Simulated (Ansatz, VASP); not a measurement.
MgCd3Te4 in VASP and in Ansatz

```
Mg Cd Te
1.0
     6.59115    0.00000    0.00000
     0.00000    6.59115    0.00000
     0.00000    0.00000    6.59115
Mg Cd Te
1 3 4
Direct
  0.00000 0.00000 0.00000
  0.00000 0.50000 0.50000
  0.50000 0.00000 0.50000
  0.50000 0.50000 0.00000
  0.75271 0.75271 0.24729
  0.75271 0.24729 0.75271
  0.24729 0.75271 0.75271
  0.24729 0.24729 0.24729
```

Alike in both runs: functional PBE; k mesh 4 × 4 × 4; occupations gaussian, width 0.02 eV; no spin polarisation.

Ansatz relaxed the structure, and its values are those at the end. VASP's run is a single point on that final structure, the one shown.

|  | VASP | Ansatz |
| --- | --- | --- |
| version | VASP 6.6.1 | Ansatz 0.2.0 |
| potentials or method | VASP PAW PBE potentials, release 64 (Mg, Cd, Te), cutoff 520 eV | scalar-relativistic, plane waves, PAW |
| valence electrons in the cell | 62 | 134 |

```csv
,VASP,Ansatz,Ansatz less VASP
gap on the k mesh at the Fermi level (eV),1.00,1.00,+0.004
least direct gap on the mesh (eV),1.00,1.00,+0.004
pressure (GPa),0.1,0.0,-0.07
rms of the force components (eV/Å),0.009,0.002,-0.0061
```

The functional is the same, so the differences come from potentials, cutoffs and numerics. VASP's potentials hold 62 valence electrons a cell and Ansatz's 134, so a difference there can come from the potentials and not from the codes.

Neither program's run includes spin-orbit coupling.
